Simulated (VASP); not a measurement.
Set up this calculation in VASP 6.6.1, as the native input.

- Task: band structure
- Functional: revPBE
- Potentials or basis: VASP PAW PBE potentials, release 64 (Mo_sv, Si)
- Cutoff: 280 eV
- k mesh: 6 × 6 × 6
- Occupations: methfessel-paxton, width 0.1 eV
- Spin: no spin polarisation
- Tolerance level: screening
- Purpose: bands
- Route: KPOINTS_OPT
- Further INCAR settings: ALGO = Normal; EDIFF = 1e-06; NBANDS = 67

The structure of SiMo3 lies in POSCAR:

```
SiMo3
1.0
    4.8890000000      0.0000000000      0.0000000000
    0.0000000000      4.8890000000      0.0000000000
    0.0000000000      0.0000000000      4.8890000000
Mo Si
6 2
Direct
    0.0000000000      0.5000000000      0.2500000000
    0.0000000000      0.5000000000      0.7500000000
    0.5000000000      0.2500000000      0.0000000000
    0.7500000000      0.0000000000      0.5000000000
    0.5000000000      0.7500000000      0.0000000000
    0.2500000000      0.0000000000      0.5000000000
    0.5000000000      0.5000000000      0.5000000000
    0.0000000000      0.0000000000      0.0000000000
```

One way to write it, as run:

INCAR

```
GGA = RE
ISMEAR = 1
SIGMA = 0.1
LWAVE = False
LCHARG = False
NBANDS = 67
PREC = Accurate
LASPH = True
LREAL = False
ALGO = Normal
EDIFF = 1E-6
NELM = 120
GGA_COMPAT = False
ENCUT = 280
LMAXMIX = 4
KPAR = 2
```

KPOINTS

```
Automatic mesh
0
Gamma
  6 6 6
  0 0 0
```

KPOINTS_OPT

```
path GXMGRX,MR
12
line-mode
reciprocal
 0.0000000000  0.0000000000  0.0000000000  G
 0.0000000000  0.5000000000  0.0000000000  X

 0.0000000000  0.5000000000  0.0000000000  X
 0.5000000000  0.5000000000  0.0000000000  M

 0.5000000000  0.5000000000  0.0000000000  M
 0.0000000000  0.0000000000  0.0000000000  G

 0.0000000000  0.0000000000  0.0000000000  G
 0.5000000000  0.5000000000  0.5000000000  R

 0.5000000000  0.5000000000  0.5000000000  R
 0.0000000000  0.5000000000  0.0000000000  X

 0.5000000000  0.5000000000  0.0000000000  M
 0.5000000000  0.5000000000  0.5000000000  R
```

Potentials or basis: VASP PAW PBE potentials, release 64 (Mo_sv, Si).

Command:

```sh
$ cat potpaw_PBE.64/Mo_sv/POTCAR potpaw_PBE.64/Si/POTCAR > POTCAR
$ mpirun -np 2 vasp_std > vasp.out
```

Results of the run:

```yaml
Band_gap_along_the_path: zero within the smearing
```

Run time: 62 s on 2 MPI ranks on AMD EPYC 7R13 Processor (Zen 3), on a shared host, peak memory 0.18 GiB a rank.
